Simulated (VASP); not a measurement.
PtS2: single point with PBE

PtS2:

```
CELL_PARAMETERS angstrom
3.57571 0.00000 0.00000
-1.78786 3.09666 0.00000
0.00000 0.00000 6.68445
ATOMIC_POSITIONS crystal
Pt 0.00000 0.00000 0.00000
S 0.33333 0.66667 0.18404
S 0.66667 0.33333 0.81596
```

| Item | Value |
| --- | --- |
| Program | VASP 6.6.1 |
| Task | single point |
| Functional | PBE |
| Potentials or basis | VASP PAW PBE potentials, release 64 (Pt, S) |
| Cutoff | 520 eV |
| k mesh | 8 × 8 × 4 |
| Occupations | gaussian, width 0.05 eV |
| Spin | non-collinear spin, zero start, spin-orbit coupling |
| Starting moments | [[0.0, 0.0, 0.0], [0.0, 0.0, 0.0], [0.0, 0.0, 0.0]] μB |
| Dipole correction | no |
| Further INCAR settings | ALGO = Normal; EDIFF = 1e-07; NBANDS = 35 |

```
Pressure                                              : -0.3 GPa
Largest force                                         : 0.019 eV/Å
Net moment                                            : 0.00 μB per cell
Valence electrons inside the program's atomic spheres : Pt 9.39; S 3.63
```

Forces in eV/Å, atoms in the order of the input:
```
Pt   0.000  0.000  0.000
S    0.000  0.000 -0.019
S    0.000  0.000  0.019
```

Stress tensor (GPa, compression positive):
```
-0.36  0.00  0.00
 0.00 -0.36  0.00
 0.00  0.00 -0.19
```

Moments on the atoms (μB; x, y, z):
```
Pt  0.00 0.00 0.00
S   0.00 0.00 0.00
S   0.00 0.00 0.00
```

Wall time 96 s on 1 thread of Intel(R) Xeon(R) 6975P-C (Granite Rapids), on a shared host, peak memory 0.42 GiB.

Caveat: this functional lacks dispersion, which binds layers or chains, so the pressure and a relaxed spacing across them are unreliable.
